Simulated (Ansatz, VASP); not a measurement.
# One calculation of Te2Mo, two programs

File POSCAR:

```
Te2Mo
1.0
    1.7509539884      1.0109137566      7.0687660163
   -1.7509539884      1.0109137566      7.0687660163
    0.0000000000     -2.0218275130      7.0687660163
Mo Te
1 2
Direct
    0.0000000000      0.0000000000      0.0000000000
    0.2465646677      0.2465646677      0.2465646677
    0.7534353323      0.7534353323      0.7534353323
```

INCAR.step1

```
SYSTEM = Te2Mo
PREC = Accurate
ENCUT = 550
ISMEAR = -1
SIGMA = 0.02
LREAL = .False.
LASPH = .True.
NELM = 120
NBANDS = 20
GGA = PE
ALGO = Normal
EDIFF = 1E-5
LWAVE = .True.
LCHARG = .False.
GGA_COMPAT = .False.
```

Contents of INCAR.step2:

```
SYSTEM = Te2Mo
PREC = Accurate
ENCUT = 550
EDIFF = 1E-6
ISMEAR = -1
SIGMA = 0.02
LREAL = .False.
LASPH = .True.
NELM = 120
ALGO = Normal
ISIF = 2
LWAVE = .False.
LCHARG = .False.
METAGGA = R2SCAN
LMIXTAU = .True.
NBANDS = 20
ISTART = 1
GGA_COMPAT = .False.
```

KPOINTS

```
Automatic mesh
0
Gamma
  8 8 8
  0 0 0
```

Input for Ansatz:

```yaml
crystal:
  lattice:
    - [1.7509539884, 1.0109137566, 7.0687660163]
    - [-1.7509539884, 1.0109137566, 7.0687660163]
    - [0.0, -2.021827513, 7.0687660163]
  atoms:
    - { symbol: Mo, position: [0.0, 0.0, 0.0] }
    - { symbol: Te, position: [0.2465646677, 0.2465646677, 0.2465646677] }
    - { symbol: Te, position: [0.7534353323, 0.7534353323, 0.7534353323] }
kpoints:
  mp_grid: { grid: [8, 8, 8] }
  band_path:
    path:
      - [0.0, 0.0, 0.0]
      - [0.5, 0.5, 0.5]
      - [0.8196985029, 0.1803014971, 0.5]
      - [0.5, -0.1803014971, 0.1803014971]
      - [0.5, 0.0, 0.0]
      - [0.3401507486, -0.3401507486, 0.0]
      - [0.6598492514, 0.0, 0.3401507486]
      - [0.5, 0.0, 0.5]
      - [0.5, -0.1442411977, 0.1442411977]
      - [0.6918191017, 0.3081808983, 0.5]
    npoints: 1
hamiltonian:
  xc: r2scan
scf:
  occupations: { method: fermi_dirac, width: 0.02 }
  n_extra_bands: 4
output:
  forces: true
  stress: true
  eigenvalues: true
```

Alike in both runs: task single point; functional r2SCAN; k mesh 8 × 8 × 8; occupations fermi-dirac, width 0.02 eV; no spin polarisation.

|  | VASP | Ansatz |
| --- | --- | --- |
| version | VASP 6.6.1 | Ansatz 0.2.0 |
| potentials or method | VASP PAW PBE potentials, release 64 (Mo_sv, Te) | plane waves, PAW |
| plane-wave cutoff (eV) | 550 | 500 |
| valence electrons in the cell | 26 | 46 |

```csv
,VASP,Ansatz,Ansatz less VASP
pressure (GPa),1.3,1.2,-0.11
"traceless stress, the component that is largest in VASP (GPa)",-0.02,-0.08,-0.065
rms of the force components (eV/Å),0.000,0.013,+0.0127
```

VASP's potentials were made for PBE, not for r2SCAN. Atom by atom the forces differ by 0.013 eV/Å (rms over components). VASP's potentials hold 26 valence electrons a cell and Ansatz's 46, so a difference there can come from the potentials and not from the codes.

Neither program's run includes spin-orbit coupling.
